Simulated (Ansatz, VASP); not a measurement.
One calculation of Si3IrRu, two programs

```xyz
5
Lattice="3.9686 0.0000 0.0000 -1.9843 3.4370 0.0000 0.0000 0.0000 5.6748" Properties=species:S:1:pos:R:3 pbc="T T T"
Si    0.0000    0.0000    4.8953
Si    1.9843    1.1457    0.3527
Si    0.0000    0.0000    2.3709
Ru    0.0000    2.2913    4.5922
Ir    1.9843    1.1457    2.7140
```

Alike in both runs: functional PBE; k mesh 5 × 5 × 3; occupations gaussian, width 0.2 eV; no spin polarisation.

Ansatz relaxed the structure, and its values are those at the end. VASP's run is a single point on that final structure, the one shown.

|  | VASP | Ansatz |
| --- | --- | --- |
| version | VASP 6.6.1 | Ansatz 0.2.0 |
| potentials or method | VASP PAW PBE potentials, release 64 (Si, Ru_pv, Ir), cutoff 520 eV | scalar-relativistic, plane waves, PAW |
| valence electrons in the cell | 35 | 45 |

```csv
,VASP,Ansatz,Ansatz less VASP
gap on the k mesh at the Fermi level (eV),none,none,-
pressure (GPa),0.6,0.4,-0.16
rms of the force components (eV/Å),0.015,0.022,+0.0067
```

A gap of «none» marks a metal or a gap that the smearing closes. VASP's potentials hold 35 valence electrons a cell and Ansatz's 45, so a difference there can come from the potentials and not from the codes.

The k mesh is coarse, so the values compare programs but aren't converged. Spin-orbit coupling is off throughout.
